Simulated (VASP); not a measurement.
# SnO (P4/nmm) in VASP: further runs

Runs on SnO. Level: PBEsol. Tasks: single point, relaxation of cell and atoms.

All numbers are computed with VASP 6.6.1; they aren't measurements. Logs are shortened: lines on timing, memory, paths and dates and some standing lists are left out, and cuts for length are marked.

### 1 The cell of the first run

Symmetry: P4/nmm, No. 129, tetragonal system. Conventional cell: a = 3.627 Å, b = 3.627 Å, c = 4.149 Å, α = 90.00°, β = 90.00°, γ = 90.00°. Within 2.9 Å of Sn (site symmetry 4mm) lie 4 O at 2.16 Å. O (site symmetry -4m2) has 4 Sn at 2.16 Å and 4 O at 2.56 Å within 2.9 Å.

### 2 Single point, PBEsol

INCAR reads:

```
SYSTEM = SnO
ALGO = Normal
EDIFF = 1E-7
ENCUT = 520
GGA = PS
ISIF = 2
ISMEAR = -1
LASPH = .TRUE.
LCHARG = .FALSE.
LREAL = .FALSE.
LWAVE = .FALSE.
NBANDS = 28
NELM = 80
PREC = Accurate
SIGMA = 0.15
```

KPOINTS reads:

```
k-points
0
G
  12 12 10
  0 0 0
```

POSCAR reads:

```
SnO
1.0
    3.6268291848      0.0000000000      0.0000000000
    0.0000000000      3.6268291848      0.0000000000
    0.0000000000      0.0000000000      4.1494719006
Sn O
2 2
Direct
    0.0000000000      0.5000000000      0.2807239429
    0.5000000000      0.0000000000      0.7192760571
    0.0000000000      0.0000000000      0.0000000000
    0.5000000000      0.5000000000      0.0000000000
```

Potentials or basis: VASP PAW PBE potentials, release 64 (Sn_d, O).

Launch:

```console
$ cat potpaw_PBE.64/Sn_d/POTCAR potpaw_PBE.64/O/POTCAR > POTCAR
$ mpirun -np 1 vasp_std > vasp.out
```

OUTCAR:

```text
SYSTEM = SnO
   EDIFF = 1E-7
   ENCUT = 520
   GGA = PS
   ISIF = 2
   ISMEAR = -1
   LASPH = .TRUE.
   LREAL = .FALSE.
   NELM = 80
   PREC = Accurate

 ion  position               nearest neighbor table
   1  0.000  0.500  0.281-   3 2.16   4 2.16   3 2.16   4 2.16   2 3.14   2 3.14   2 3.14   2 3.14
                             2 3.46   2 3.46   2 3.46   2 3.46
   2  0.500  0.000  0.719-   3 2.16   4 2.16   4 2.16   3 2.16   1 3.14   1 3.14   1 3.14   1 3.14
                             1 3.46   1 3.46   1 3.46   1 3.46
   3  0.000  0.000  0.000-   1 2.16   2 2.16   1 2.16   2 2.16
   4  0.500  0.500  0.000-   1 2.16   2 2.16   2 2.16   1 2.16

  LATTYP: Found a simple tetragonal cell.
 ALAT       =     3.6268291848
 C/A-ratio  =     1.1441045853

  Lattice vectors:

 A1 = (   3.6268291848,   0.0000000000,   0.0000000000)
 A2 = (   0.0000000000,   3.6268291848,   0.0000000000)
 A3 = (   0.0000000000,   0.0000000000,   4.1494719006)

Analysis of symmetry for initial positions (statically):
=====================================================================
 Subroutine PRICEL returns:
 Original cell was already a primitive cell.

 Routine SETGRP: Setting up the symmetry group for a
 simple tetragonal supercell.

 Subroutine GETGRP returns: Found 16 space group operations
 (whereof  8 operations were pure point group operations)
 out of a pool of 16 trial point group operations.

The static configuration has the point symmetry D_2d.
 The point group associated with its full space group is D_4h.

Analysis of symmetry for dynamics (positions and initial velocities):
=====================================================================
 Subroutine PRICEL returns:
 Original cell was already a primitive cell.

 Routine SETGRP: Setting up the symmetry group for a
 simple tetragonal supercell.

 Subroutine GETGRP returns: Found 16 space group operations
 (whereof  8 operations were pure point group operations)
 out of a pool of 16 trial point group operations.

The dynamic configuration has the point symmetry D_2d.
 The point group associated with its full space group is D_4h.

 Subroutine INISYM returns: Found 16 space group operations
 (whereof  8 operations are pure point group operations),
 and found     1 'primitive' translations

----------------------------------------------------------------------------------------

                                     Primitive cell

  volume of cell :      54.5817

  direct lattice vectors                    reciprocal lattice vectors
[... 88 lines left out ...]
   LASPH  =      T    aspherical Exc in radial PAW
   ENCUT  =  520.0 eV  38.22 Ry    6.18 a.u.   6.74  6.74  7.72*2*pi/ulx,y,z
   NELM   =     80;   NELMIN=  2; NELMDL= -5     # of ELM steps
   EDIFF  = 0.1E-06   stopping-criterion for ELM
   LREAL  =      F    real-space projection
   EDIFFG = 0.1E-05   stopping-criterion for IOM
   NSW    =      0    number of steps for IOM
   IBRION =     -1    ionic relax: 0-MD 1-quasi-New 2-CG
   NFREE  =      0    steps in history (QN), initial steepest desc. (CG)
   ISIF   =      2    stress and relaxation
   ISYM   =      2    0-nonsym 1-usesym 2-fastsym
   POTIM  = 0.5000    time-step for ionic-motion
   TEBEG  =    0.0;   TEEND  =   0.0 temperature during run
   PSTRESS=    0.0 pullay stress
   NELECT =      40.0000    total number of electrons
   NUPDOWN=      -1.0000    fix difference up-down
   EMIN   =  10.00;   EMAX   =-10.00  energy-range for DOS
   EFERMI =   0.00;   METHOD = LEGACY
   ISMEAR =    -1;   SIGMA  =   0.15  broadening in eV -4-tet -1-fermi 0-gaus
   EFERMI_NEDOS =   21; number of points for ismear=-14 and -15
   IALGO  =     38    algorithm
   IMIX   =      4    mixing-type and parameters
     AMIX     =   0.40;   BMIX     =  1.00
     AMIX_MAG =   1.60;   BMIX_MAG =  1.00
  volume/ion in A,a.u.               =      13.65        92.08
  Fermi-wavevector in a.u.,A,eV,Ry     =   1.475976  2.789189 29.640342  2.178504
  Thomas-Fermi vector in A             =   2.590559
   LORBIT       =      0    0 simple, 1 ext, 2 COOP (PROOUT), +10 PAW based schemes
   GGA     = PS    functional components
   LHFCALC =     F    Hartree Fock is set to
   AEXX    =    0.0000 exact exchange contribution
   IVDW    =     0    specifies the selected vdW correction
   LEPSILON=     F    determine dielectric tensor
   LRPA    =     F    only Hartree local field effects (RPA)
 non-spin polarized calculation
  energy-cutoff  :      520.00
  volume of cell :       54.58
 maximum number of plane-waves:      1508
 NGX is ok and might be reduce to    28
   NGX = 13   NGY = 13   NGZ = 15

 number of electron      39.9999978 magnetization

 Free energy of the ion-electron system (eV)
  ---------------------------------------------------
  ext. energy  EPLUGINS =         0.00000000
  ---------------------------------------------------
  free energy    TOTEN  =       -23.63257606 eV

  energy without entropy =      -23.60066337  energy(sigma->0) =      -23.61661972

 E-fermi :  10.3826     XC(G=0): -11.9248

 val. band max:       10.3777056933   @ k =   0.5000   0.4167   0.2000
 cond. band min:      10.3852389877   @ k =   0.4167   0.4167   0.2000
 fundamental gap:      0.0075332944
 Fermi energy:        10.3825649833

 k-point     1 :       0.0000    0.0000    0.0000
  band No.  band energies     occupation
      1     -12.1470      2.00000
      2     -11.5416      2.00000
      3     -11.5416      2.00000
      4     -11.4769      2.00000
      5     -11.4502      2.00000
      6     -11.4391      2.00000
[... 733 lines left out ...]
     27      19.8528      0.00000
     28      20.4790      0.00000

 [... further k-points ...]
[... 5 lines left out ...]
  --------------------------------------------------------------------------------------
  -------------------------------------------------------------------------------------
  Total        6.2661351      6.2661351      6.2902431      0.0000000      0.0000000      0.0000000
  in kB      183.9345476    183.9345476    184.6422074      0.0000000      0.0000000      0.0000000
  external PRESSURE =     184.1704342 kB  Pullay stress =       0.0000000 kB

 VOLUME and BASIS-vectors are now :
 -----------------------------------------------------------------------------
  energy-cutoff  :      520.00
  volume of cell :       54.58
      direct lattice vectors                 reciprocal lattice vectors
     3.626829185  0.000000000  0.000000000     0.275722938  0.000000000  0.000000000
     0.000000000  3.626829185  0.000000000     0.000000000  0.275722938  0.000000000
     0.000000000  0.000000000  4.149471901     0.000000000  0.000000000  0.240994523

 POSITION                                       TOTAL-FORCE (eV/Angst)
 -----------------------------------------------------------------------------------
      0.00000      1.81341      1.16486        -0.000000     -0.000000      0.102163
      1.81341      0.00000      2.98462         0.000000     -0.000000     -0.102163
      0.00000      0.00000      0.00000         0.000000      0.000000      0.000000
      1.81341      1.81341      0.00000         0.000000     -0.000000      0.000000
 -----------------------------------------------------------------------------------
    total drift:                                0.000000      0.000000     -0.000000

  FREE ENERGIE OF THE ION-ELECTRON SYSTEM (eV)
  ---------------------------------------------------
  free  energy   TOTEN  =       -23.6325760642 eV

  energy  without entropy=      -23.6006633737  energy(sigma->0) =      -23.61661972
```

OSZICAR:

```text
N       E                     dE             d eps       ncg     rms          rms(c)
DAV:   1     0.417283269615E+03    0.41728E+03   -0.19827E+04  9832   0.238E+03
DAV:   2     0.325296191127E+02   -0.38475E+03   -0.36878E+03  9688   0.558E+02
DAV:   3    -0.242277645138E+02   -0.56757E+02   -0.55823E+02 10700   0.180E+02
DAV:   4    -0.265902629594E+02   -0.23625E+01   -0.23522E+01 11188   0.385E+01
DAV:   5    -0.266407962786E+02   -0.50533E-01   -0.50521E-01 10664   0.602E+00    0.109E+01
DAV:   6    -0.236412152922E+02    0.29996E+01   -0.11223E+01 15380   0.422E+01    0.472E+00
DAV:   7    -0.236650234083E+02   -0.23808E-01   -0.13758E+00  9856   0.733E+00    0.240E+00
DAV:   8    -0.236421526900E+02    0.22871E-01   -0.21793E-01 12908   0.343E+00    0.725E-01
DAV:   9    -0.236321779970E+02    0.99747E-02   -0.37366E-02 15320   0.260E+00    0.186E-01
DAV:  10    -0.236326506453E+02   -0.47265E-03   -0.44918E-03 13508   0.714E-01    0.762E-02
DAV:  11    -0.236325702881E+02    0.80357E-04   -0.56782E-04 14712   0.276E-01    0.169E-02
DAV:  12    -0.236325804466E+02   -0.10159E-04   -0.10368E-04 10984   0.627E-02    0.188E-02
DAV:  13    -0.236325759066E+02    0.45401E-05   -0.15169E-05 13556   0.353E-02    0.135E-03
DAV:  14    -0.236325759851E+02   -0.78569E-07   -0.11336E-06 10076   0.687E-03    0.146E-03
DAV:  15    -0.236325760642E+02   -0.79041E-07   -0.37918E-08  5072   0.307E-03
   1 F= -.23632576E+02 E0= -.23616620E+02  d E =-.319127E-01
```

Wall time 2.9 min (1 thread of AMD EPYC 7R13, shared host); peak memory 0.32 GiB.

Results:

```yaml
Free_energy: -23.6326 eV
Pressure: 18.4 GPa
Largest_force: 0.102 eV/Å
Band_gap_on_the_k_mesh: zero (bands 20 and 21 overlap by 1.63 eV)
```

Forces on the atoms (eV/Å):
```
Sn   0.000  0.000  0.102
Sn   0.000  0.000 -0.102
O    0.000  0.000  0.000
O    0.000  0.000  0.000
```

Levels at points of the mesh, in eV from the Fermi level:
```tsv
k point	band 16	band 17	band 18	band 19	band 20	band 21	band 22	band 23	band 24	band 25
(0.00, 0.00, 0.00)	-7.30	-4.05	-3.52	-3.52	0.26	3.50	3.96	3.96	6.33	6.55
(0.50, 0.00, 0.00)	-5.82	-5.55	-5.55	-3.57	-3.57	4.47	4.47	5.84	5.84	7.44
(0.50, 0.50, 0.00)	-5.82	-2.79	-2.79	-2.10	-2.10	-1.29	-1.29	4.77	4.77	9.73
(0.00, 0.00, 0.50)	-4.24	-3.54	-3.54	-2.52	-1.19	1.64	1.64	1.98	3.17	7.76
(0.50, 0.00, 0.50)	-6.47	-5.40	-5.40	-1.98	-1.98	3.81	3.81	4.82	4.82	7.50
(0.50, 0.50, 0.50)	-7.12	-3.85	-3.85	-2.80	-2.80	1.96	1.96	5.98	5.98	6.60
```

Caveat: the cell stands under pressure; the PAW data sets were made with another functional, which shifts forces and pressure a little; spin-orbit coupling is left out, which moves the levels of the heavy elements.

### 3 Single point, PBEsol

This run uses another cell than the first one, of 15.08 Å³/atom.

INCAR reads:

```
PREC     = Accurate       # precision mode
ENCUT    = 520            # plane-wave cutoff, eV
EDIFF    = 1E-7           # SCF threshold, eV
ISMEAR   = -1             # smearing method
SIGMA    = 0.15           # smearing width, eV
LREAL    = F              # projectors in reciprocal space
LASPH    = T              # aspherical terms in the spheres
NELM     = 80             # most SCF steps
ALGO     = Normal         # electronic algorithm
ISIF     = 2              # what is computed and relaxed
LWAVE    = F              # write WAVECAR
LCHARG   = F              # write CHGCAR
GGA      = PS             # functional
NBANDS   = 28             # bands
```

KPOINTS reads:

```
regular mesh
0
Gamma
  12 12 10
```

POSCAR reads:

```
SnO
1.0
    3.7160295289      0.0000000000      0.0000000000
    0.0000000000      3.7160295289      0.0000000000
    0.0000000000      0.0000000000      4.3690863263
Sn O
2 2
Direct
    0.0000000000      0.5000000000      0.2656936372
    0.5000000000      0.0000000000      0.7343063628
    0.0000000000      0.0000000000      0.0000000000
    0.5000000000      0.5000000000      0.0000000000
```

Potentials or basis: VASP PAW PBE potentials, release 64 (Sn_d, O).

Launch:

```console
$ cat potpaw_PBE.64/Sn_d/POTCAR potpaw_PBE.64/O/POTCAR > POTCAR
$ mpirun -np 1 vasp_std > vasp.out
```

It took 3.5 min on 1 thread of AMD EPYC 7R13, shared host; peak memory 0.34 GiB.

Results (log left out):

```
Free energy            : -24.0690 eV
Pressure               : 7.3 GPa
Largest force          : 0.092 eV/Å
Band gap on the k mesh : zero (bands 20 and 21 overlap by 0.93 eV)
```

Forces in eV/Å, atoms in the order of the input:
```
Sn   0.000  0.000  0.092
Sn   0.000  0.000 -0.092
O    0.000  0.000  0.000
O    0.000  0.000  0.000
```

Levels at points of the mesh, in eV from the Fermi level:
```csv
k point,band 18,band 19,band 20,band 21,band 22,band 23
"(0.00, 0.00, 0.00)",-3.39,-3.39,0.09,2.81,4.12,4.12
"(0.50, 0.00, 0.00)",-5.25,-3.27,-3.27,3.86,3.86,5.76
"(0.50, 0.50, 0.00)",-2.70,-2.04,-2.04,-0.83,-0.83,4.56
"(0.00, 0.00, 0.50)",-3.41,-2.40,-2.08,1.77,2.07,2.07
"(0.50, 0.00, 0.50)",-5.16,-1.91,-1.91,3.23,3.23,4.95
"(0.50, 0.50, 0.50)",-3.42,-2.70,-2.70,2.02,2.02,5.13
```

Caveat: the cell stands under pressure; the PAW data sets were made with another functional, which shifts forces and pressure a little; spin-orbit coupling is left out, which moves the levels of the heavy elements.

[end of part 1 of 2]

The gap in the log of VASP goes by the Fermi energy; the results here count the filled bands.